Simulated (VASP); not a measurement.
**SiC: single point with PBE**

Crystal: SiC.

```xyz
4
Lattice="3.1373 0.0000 0.0000 -1.5687 2.7170 0.0000 0.0000 0.0000 4.9327" Properties=species:S:1:pos:R:3 pbc="T T T"
Si    0.0000    1.8113    1.2332
Si    1.5687    0.9057    3.6995
C     1.5687    0.9057    1.2332
C     0.0000    1.8113    3.6995
```

```yaml
Program: VASP 6.6.1
Task: single point
Functional: PBE
Potentials_or_basis: VASP PAW PBE potentials, release 64 (Si, C)
Cutoff: 600 eV
k_mesh: 6 × 6 × 4
Occupations: fermi-dirac, width 0.001 eV
Spin: no spin polarisation
```

```json
{
  "Pressure": "3.6 GPa",
  "Band gap on the k mesh": "zero (band 8 reaches 10.29 eV, above the bottom of band 9 at 10.17 eV)"
}
```

Stress tensor (GPa, compression positive):
```
5.25 0.00 0.00
0.00 5.25 0.00
0.00 0.00 0.36
```

Levels at points of the mesh, in eV from the Fermi level:
```csv
k point,band 6,band 7,band 8,band 9,band 10,band 11
"(0.00, 0.00, 0.00)",-3.06,-3.06,0.12,1.67,3.73,4.01
"(0.50, 0.00, 0.00)",-6.12,-4.20,-4.05,0.00,3.16,4.06
"(0.00, 0.00, 0.50)",-3.74,-3.74,-3.74,2.97,2.97,4.61
"(0.50, 0.00, 0.50)",-5.30,-2.93,-2.93,1.47,1.47,1.79
```

It took 15 s on 1 thread of Intel Xeon 6975P-C, with other jobs on the host, peak memory 0.17 GiB.

Caveat: the k points lie up to 0.39 Å⁻¹ apart.
